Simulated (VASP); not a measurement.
# Zn5Se4 in VASP: further runs

Zn5Se4 is run at these levels: PBEsol; tasks: single point.

Everything below comes from runs of VASP 6.6.1. Logs are shortened: lines on timing, memory, paths and dates and some standing lists are left out, and cuts for length are marked.

**1. The cell of the first run**

The cell holds a slab with vacuum, 9 atoms: a = 3.983 Å, b = 5.633 Å, c = 24.975 Å, α = 90.00°, β = 90.00°, γ = 90.00°.

**2. Single point, PBEsol**

File INCAR:

```
  ALGO = Normal
  DIPOL = 0.5 0.5 0.487
  EDIFF = 1E-6
  ENCUT = 520
  GGA = PS
  IDIPOL = 3
  ISIF = 2
  ISMEAR = 0
  LASPH = T
  LCHARG = T
  LDIPOL = T
  LELF = T
  LREAL = F
  LVACPOTAV = T
  LVHAR = T
  LWAVE = F
  NBANDS = 52
  NELM = 60
  PREC = Accurate
  SIGMA = 0.05
```

File KPOINTS:

```
k-points
0
Gamma
  7 5 1
```

File POSCAR:

```
Zn5Se4
1.0
    3.9832742834      0.0000000000      0.0000000000
    0.0000000000      5.6332005142      0.0000000000
    0.0000000000      0.0000000000     24.9749114251
Zn Se
5 4
Direct
    0.5000000000      0.5000000000      0.3403415474
    0.0000000000      0.0000000000      0.4200870611
    0.5000000000      0.5037118253      0.5030939648
    0.0000000000     -0.0683226190      0.5608933426
    0.5000000000      0.9429970157      0.7107240902
    0.0000000000      0.2500000000      0.3403415474
    0.5000000000      0.7500000000      0.4200870611
    0.0000000000      0.2545580857      0.4997277091
    0.5000000000      0.7302282294      0.5860469351
```

Potentials or basis: VASP PAW PBE potentials, release 64 (Zn, Se).

Started as:

```bash
> cat potpaw_PBE.64/Zn/POTCAR potpaw_PBE.64/Se/POTCAR > POTCAR
> mpirun -np 1 vasp_std > vasp.out
```

OUTCAR:

```text
EDIFF = 1E-6
   ENCUT = 520
   GGA = PS
   ISIF = 2
   ISMEAR = 0
   LASPH = T
   LREAL = F
   NELM = 60
   PREC = Accurate

 ion  position               nearest neighbor table
   1  0.500  0.500  0.340-   7 2.44   6 2.44   6 2.44
   2  0.000  0.000  0.420-   6 2.44   7 2.44   7 2.44   8 2.45
   3  0.500  0.504  0.503-   9 2.43   8 2.44   8 2.44   7 2.49
   4  0.000  0.932  0.561-   8 2.38   9 2.38   9 2.38
   5  0.500  0.943  0.711-
   6  0.000  0.250  0.340-   2 2.44   1 2.44   1 2.44
   7  0.500  0.750  0.420-   1 2.44   2 2.44   2 2.44   3 2.49
   8  0.000  0.255  0.500-   4 2.38   3 2.44   3 2.44   2 2.45
   9  0.500  0.730  0.586-   4 2.38   4 2.38   3 2.43

  LATTYP: Found a simple orthorhombic cell.
 ALAT       =     3.9832742834
 B/A-ratio  =     1.4142135624
 C/A-ratio  =     6.2699451879

  Lattice vectors:

 A1 = (   3.9832742834,   0.0000000000,   0.0000000000)
 A2 = (   0.0000000000,   5.6332005142,   0.0000000000)
 A3 = (   0.0000000000,   0.0000000000,  24.9749114251)

Analysis of symmetry for initial positions (statically):
=====================================================================
 Subroutine PRICEL returns:
 Original cell was already a primitive cell.

 Routine SETGRP: Setting up the symmetry group for a
 simple orthorhombic supercell.

 Subroutine GETGRP returns: Found  2 space group operations
 (whereof  2 operations were pure point group operations)
 out of a pool of  8 trial point group operations.

The static configuration has the point symmetry C_1h.

Analysis of symmetry for dynamics (positions and initial velocities):
=====================================================================
 Subroutine PRICEL returns:
 Original cell was already a primitive cell.

 Routine SETGRP: Setting up the symmetry group for a
 simple orthorhombic supercell.

 Subroutine GETGRP returns: Found  2 space group operations
 (whereof  2 operations were pure point group operations)
 out of a pool of  8 trial point group operations.

The dynamic configuration has the point symmetry C_1h.

 Subroutine INISYM returns: Found  2 space group operations
 (whereof  2 operations are pure point group operations),
 and found     1 'primitive' translations

----------------------------------------------------------------------------------------

                                     Primitive cell

  volume of cell :     560.4016

  direct lattice vectors                    reciprocal lattice vectors
     3.983274283  0.000000000  0.000000000     0.251049747  0.000000000  0.000000000
     0.000000000  5.633200514  0.000000000     0.000000000  0.177518978  0.000000000
     0.000000000  0.000000000 24.974911425     0.000000000  0.000000000  0.040040182

  length of vectors
     3.983274283  5.633200514 24.974911425     0.251049747  0.177518978  0.040040182

  position of ions in fractional coordinates (direct lattice)
     0.500000000  0.500000000  0.340341547
     0.000000000  0.000000000  0.420087061
     0.500000000  0.503711825  0.503093965
     0.000000000  0.931677381  0.560893343
     0.500000000  0.942997016  0.710724090
     0.000000000  0.250000000  0.340341547
     0.500000000  0.750000000  0.420087061
     0.000000000  0.254558086  0.499727709
     0.500000000  0.730228229  0.586046935

  ion indices of the primitive-cell ions
   primitive index   ion index
                 1           1
                 2           2
                 3           3
                 4           4
                 5           5
                 6           6
                 7           7
                 8           8
                 9           9

----------------------------------------------------------------------------------------

 KPOINTS: k-points

Automatic generation of k-mesh.
 Grid dimensions read from file:
 generate k-points for:    7    5    1

 Generating k-lattice:

  Cartesian coordinates                     Fractional coordinates (reciprocal lattice)
     0.035864250  0.000000000  0.000000000     0.142857143  0.000000000  0.000000000
     0.000000000  0.035503796  0.000000000     0.000000000  0.200000000  0.000000000
     0.000000000  0.000000000  0.040040182     0.000000000  0.000000000  1.000000000

  Length of vectors
     0.035864250  0.035503796  0.040040182

  Shift w.r.t. Gamma in fractional coordinates (k-lattice)
     0.000000000  0.000000000  0.000000000

 Subroutine IBZKPT returns following result:
 ===========================================

 Found     12 irreducible k-points:

 Following reciprocal coordinates:
            Coordinates               Weight
  0.000000  0.000000  0.000000      1.000000
  0.142857  0.000000  0.000000      2.000000
  0.285714  0.000000  0.000000      2.000000
  0.428571  0.000000  0.000000      2.000000
  0.000000  0.200000  0.000000      2.000000
  0.142857  0.200000  0.000000      4.000000
  0.285714  0.200000  0.000000      4.000000
  0.428571  0.200000  0.000000      4.000000
  0.000000  0.400000  0.000000      2.000000
  0.142857  0.400000  0.000000      4.000000
  0.285714  0.400000  0.000000      4.000000
  0.428571  0.400000  0.000000      4.000000
   k-points           NKPTS =     12   k-points in BZ     NKDIM =     12   number of bands    NBANDS=     52
   number of dos      NEDOS =    301   number of ions     NIONS =      9
   total plane-waves  NPLWV = 241920
   dimension x,y,z NGX =    30 NGY =   42 NGZ =  192
   dimension x,y,z NGXF=    60 NGYF=   84 NGZF=  384
   ions per type =               5   4
   NGX,Y,Z   is equivalent  to a cutoff of  12.52, 12.39, 12.78 a.u.
   NGXF,Y,Z  is equivalent  to a cutoff of  25.04, 24.79, 25.56 a.u.
 SYSTEM =  unknown system
   PREC   = accura    normal or accurate (medium, high low for compatibility)
   ISTART =      0    job   : 0-new  1-cont  2-samecut
   ICHARG =      2    charge: 1-file 2-atom 10-const
   ISPIN  =      1    spin polarized calculation?
   LNONCOLLINEAR =      F non collinear calculations
   LSORBIT =      F    spin-orbit coupling
   LASPH  =      T    aspherical Exc in radial PAW
   ENCUT  =  520.0 eV  38.22 Ry    6.18 a.u.   7.41 10.47 46.44*2*pi/ulx,y,z
   NELM   =     60;   NELMIN=  2; NELMDL= -5     # of ELM steps
   EDIFF  = 0.1E-05   stopping-criterion for ELM
   LREAL  =      F    real-space projection
   EDIFFG = 0.1E-04   stopping-criterion for IOM
   NSW    =      0    number of steps for IOM
   IBRION =     -1    ionic relax: 0-MD 1-quasi-New 2-CG
   NFREE  =      0    steps in history (QN), initial steepest desc. (CG)
   ISIF   =      2    stress and relaxation
   ISYM   =      2    0-nonsym 1-usesym 2-fastsym
   POTIM  = 0.5000    time-step for ionic-motion
   TEBEG  =    0.0;   TEEND  =   0.0 temperature during run
   PSTRESS=    0.0 pullay stress
   NELECT =      84.0000    total number of electrons
   NUPDOWN=      -1.0000    fix difference up-down
   EMIN   =  10.00;   EMAX   =-10.00  energy-range for DOS
   EFERMI =   0.00;   METHOD = LEGACY
   ISMEAR =     0;   SIGMA  =   0.05  broadening in eV -4-tet -1-fermi 0-gaus
   EFERMI_NEDOS =   21; number of points for ismear=-14 and -15
   IALGO  =     38    algorithm
   IMIX   =      4    mixing-type and parameters
     AMIX     =   0.40;   BMIX     =  1.00
     AMIX_MAG =   1.60;   BMIX_MAG =  1.00
  volume/ion in A,a.u.               =      62.27       420.20
  Fermi-wavevector in a.u.,A,eV,Ry     =   0.869631  1.643363 10.289506  0.756257
  Thomas-Fermi vector in A             =   1.988480
   LORBIT       =      0    0 simple, 1 ext, 2 COOP (PROOUT), +10 PAW based schemes
   GGA     = PS    functional components
   LHFCALC =     F    Hartree Fock is set to
   AEXX    =    0.0000 exact exchange contribution
   IVDW    =     0    specifies the selected vdW correction
   LEPSILON=     F    determine dielectric tensor
   LRPA    =     F    only Hartree local field effects (RPA)
 non-spin polarized calculation
 Gauss-broadening in eV      SIGMA  =   0.05
  energy-cutoff  :      520.00
  volume of cell :      560.40
 maximum number of plane-waves:     15143
 NGX is ok and might be reduce to    30
   NGX = 15   NGY = 21   NGZ = 93

 number of electron      84.0000069 magnetization

 dipolmoment           0.000000      0.000000      0.061914 electrons x Angstroem

 Free energy of the ion-electron system (eV)
  ---------------------------------------------------
  ext. energy  EPLUGINS =         0.00000000
  ---------------------------------------------------
  free energy    TOTEN  =       -25.55046448 eV

  energy without entropy =      -25.55046448  energy(sigma->0) =      -25.55046448

 E-fermi :  -2.4489     XC(G=0):  -4.2216

 val. band max:       -2.6706238647   @ k =   0.4286   0.4000   0.0000
 cond. band min:      -1.6305300489   @ k =   0.0000   0.0000   0.0000
 fundamental gap:      1.0400938158
 Fermi energy:        -2.4489487740

 k-point     1 :       0.0000    0.0000    0.0000
  band No.  band energies     occupation
      1     -16.2131      2.00000
      2     -15.6458      2.00000
      3     -15.2540      2.00000
      4     -14.9032      2.00000
      5      -9.7441      2.00000
      6      -9.7252      2.00000
[... 44 lines left out ...]
     51       2.2308      0.00000
     52       2.6063      0.00000

 k-point     2 :       0.1429    0.0000    0.0000
  band No.  band energies     occupation
      1     -16.1282      2.00000
      2     -15.5891      2.00000
      3     -15.2240      2.00000
      4     -14.8652      2.00000
      5      -9.7473      2.00000
      6      -9.6979      2.00000
[... 44 lines left out ...]
     51       2.1482      0.00000
     52       2.3309      0.00000
[... 493 lines left out ...]
     51       2.5480      0.00000
     52       2.8232      0.00000

 k-point    12 :       0.4286    0.4000    0.0000
  band No.  band energies     occupation
      1     -15.5807      2.00000
      2     -15.4762      2.00000
      3     -15.0947      2.00000
      4     -14.7054      2.00000
      5      -9.6589      2.00000
      6      -9.5697      2.00000
[... 44 lines left out ...]
     51       2.6171      0.00000
     52       2.8977      0.00000

------------------------ aborting loop because EDIFF is reached ----------------------------------------

  FORCE on cell =-STRESS in cart. coord.  units (eV):
  Direction    XX          YY          ZZ          XY          YZ          ZX
  --------------------------------------------------------------------------------------
  -------------------------------------------------------------------------------------
  Total       -1.7033186     -1.1277136     -0.1526118      0.0000000      1.0900137      0.0000000
  in kB       -4.8697549     -3.2241114     -0.4363142      0.0000000      3.1163280      0.0000000
  external PRESSURE =      -2.8433935 kB  Pullay stress =       0.0000000 kB

 VOLUME and BASIS-vectors are now :
 -----------------------------------------------------------------------------
  energy-cutoff  :      520.00
  volume of cell :      560.40
      direct lattice vectors                 reciprocal lattice vectors
     3.983274283  0.000000000  0.000000000     0.251049747  0.000000000  0.000000000
     0.000000000  5.633200514  0.000000000     0.000000000  0.177518978  0.000000000
     0.000000000  0.000000000 24.974911425     0.000000000  0.000000000  0.040040182

 POSITION                                       TOTAL-FORCE (eV/Angst)
 -----------------------------------------------------------------------------------
      1.99164      2.81660      8.50000         0.000000     -1.033308      1.055105
      0.00000      0.00000     10.49164         0.000000      0.268162     -0.062971
      1.99164      2.83751     12.56473         0.000000     -0.003697      0.008033
      0.00000      5.24833     14.00826         0.000000      0.011655      0.026108
      1.99164      5.31209     17.75027         0.000000      0.012277     -0.002703
      0.00000      1.40830      8.50000         0.000000      0.505287     -0.893786
      1.99164      4.22490     10.49164         0.000000      0.267760     -0.156337
      0.00000      1.43398     12.48066         0.000000     -0.005459      0.010301
      1.99164      4.11352     14.63647         0.000000     -0.022677      0.016253
 -----------------------------------------------------------------------------------
    total drift:                                0.000000     -0.007762      0.000777

  FREE ENERGIE OF THE ION-ELECTRON SYSTEM (eV)
  ---------------------------------------------------
  free  energy   TOTEN  =       -25.5504644834 eV

  energy  without entropy=      -25.5504644834  energy(sigma->0) =      -25.55046448

 vacuum level on the upper side and lower side of the slab         2.713         2.214
```

Run time: 14 min. Hardware: 1 thread of Oxide Virtual Turin-like, shared host; peak memory 0.63 GiB.

Results:

| Quantity | Value |
| --- | --- |
| Free energy | -25.5505 eV |
| Largest force | 1.477 eV/Å |
| Band gap on the k mesh | 1.04 eV (least direct gap 1.42 eV) |

Forces in eV/Å, atoms in the order of the input:
```
Zn   0.000 -1.033  1.055
Zn   0.000  0.268 -0.063
Zn   0.000 -0.004  0.008
Zn   0.000  0.012  0.026
Zn   0.000  0.012 -0.003
Se   0.000  0.505 -0.894
Se   0.000  0.268 -0.156
Se   0.000 -0.005  0.010
Se   0.000 -0.023  0.016
```

Caveat: the PAW data sets were made with another functional, which shifts forces and pressure a little.

**3. Single point, PBEsol**

File INCAR:

```
  PREC = Accurate
  ENCUT = 520
  EDIFF = 1E-6
  ISMEAR = 0
  SIGMA = 0.05
  LREAL = False
  LASPH = True
  NELM = 60
  ALGO = Normal
  ISIF = 2
  LWAVE = False
  LCHARG = False
  LDIPOL = True
  IDIPOL = 3
  DIPOL = 0.5 0.5 0.478
  GGA = PS
  NBANDS = 52
```

File KPOINTS:

```
Automatic mesh
0
Gamma
  7 5 1
```

File POSCAR:

```
Zn5Se4
1.0
    3.9832742834      0.0000000000      0.0000000000
    0.0000000000      5.6332005142      0.0000000000
    0.0000000000      0.0000000000     24.9749114251
Zn Se
5 4
Direct
    0.5000000000      0.5000000000      0.3403415474
    0.0000000000      0.0000000000      0.4200870611
    0.5000000000      0.5016413636      0.5008654418
    0.0000000000      0.0078320186      0.5859905466
    0.5000000000      0.2984362279      0.6128239346
    0.0000000000      0.2500000000      0.3403415474
    0.5000000000      0.7500000000      0.4200870611
    0.0000000000      0.2456444744      0.5004757762
    0.5000000000      0.7318992795      0.5854098182
```

Potentials or basis: VASP PAW PBE potentials, release 64 (Zn, Se).

Started as:

```bash
> cat potpaw_PBE.64/Zn/POTCAR potpaw_PBE.64/Se/POTCAR > POTCAR
> mpirun -np 1 vasp_std > vasp.out
```

Wall time 13 min (1 thread of Oxide Virtual Turin-like, shared host); peak memory 0.62 GiB.

It converged, with:

```yaml
Free_energy: -25.9511 eV
Largest_force: 1.481 eV/Å
Band_gap_on_the_k_mesh: 0.48 eV (least direct gap 0.91 eV)
```

Forces on the atoms (eV/Å):
```
Zn   0.000 -1.036  1.058
Zn   0.000  0.211  0.015
Zn   0.000 -0.003 -0.001
Zn   0.000  0.012  0.015
Zn   0.000 -0.009  0.011
Se   0.000  0.505 -0.877
Se   0.000  0.319 -0.236
Se   0.000 -0.001  0.001
Se   0.000  0.002  0.015
```

Levels at points of the mesh, in eV from the valence-band top:
| k point | band 39 | band 40 | band 41 | band 42 | band 43 | band 44 | band 45 | band 46 |
| --- | --- | --- | --- | --- | --- | --- | --- | --- |
| (0.00, 0.00, 0.00) | -1.26 | -0.93 | -0.51 | -0.51 | 1.15 | 2.30 | 2.83 | 3.20 |

Caveat: semilocal functionals underestimate gaps, and a narrow one can read as zero; the PAW data sets were made with another functional, which shifts forces and pressure a little.
